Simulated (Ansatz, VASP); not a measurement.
TaN: VASP beside Ansatz

```
Ta N
1.0
     5.19600    0.00000    0.00000
    -2.59800    4.49987    0.00000
     0.00000    0.00000    2.91100
Ta N
3 3
Direct
  0.33333 0.66667 0.50000
  0.66667 0.33333 0.50000
  0.00000 0.00000 0.00000
  0.39285 0.00000 0.00000
  0.60715 0.60715 0.00000
  0.00000 0.39285 0.00000
```

Alike in both runs: task single point; functional r2SCAN; k mesh 4 × 4 × 6; occupations gaussian, width 0.05 eV; collinear spin; Hubbard terms Ta d U = 2.0 eV.

```csv
,VASP,Ansatz
version,VASP 6.6.1,Ansatz 0.2.0
potentials or method,"VASP PAW PBE potentials, release 64 (Ta_pv, N), cutoff 520 eV","scalar-relativistic, plane waves, PAW"
valence electrons in the cell,48,54
```

VASP gave:

* gap on the k mesh at the Fermi level (eV): none
* pressure (GPa): 8.1
* traceless stress, the component that is largest in VASP (GPa): 1.16
* rms of the force components (eV/Å): 0.044

What did Ansatz give for the same quantities?

gap on the k mesh at the Fermi level (eV): none; pressure (GPa): 2.3; traceless stress, the component that is largest in VASP (GPa): 0.67; rms of the force components (eV/Å): 0.011.

VASP's potentials were made for PBE, not for r2SCAN. The programs project onto different local orbitals, so the same U acts differently, and such runs can settle in different states. Atom by atom the forces differ by 0.055 eV/Å (rms over components). A gap of «none» marks a metal or a gap that the smearing closes. VASP's potentials hold 48 valence electrons a cell and Ansatz's 54, so a difference there can come from the potentials and not from the codes. Ansatz's warnings: filled band counts differ across k points, seeded moment not kept, specified occupation not kept, stability check not made, symmetry narrowed by occupation matrices.

Neither program's run includes spin-orbit coupling.
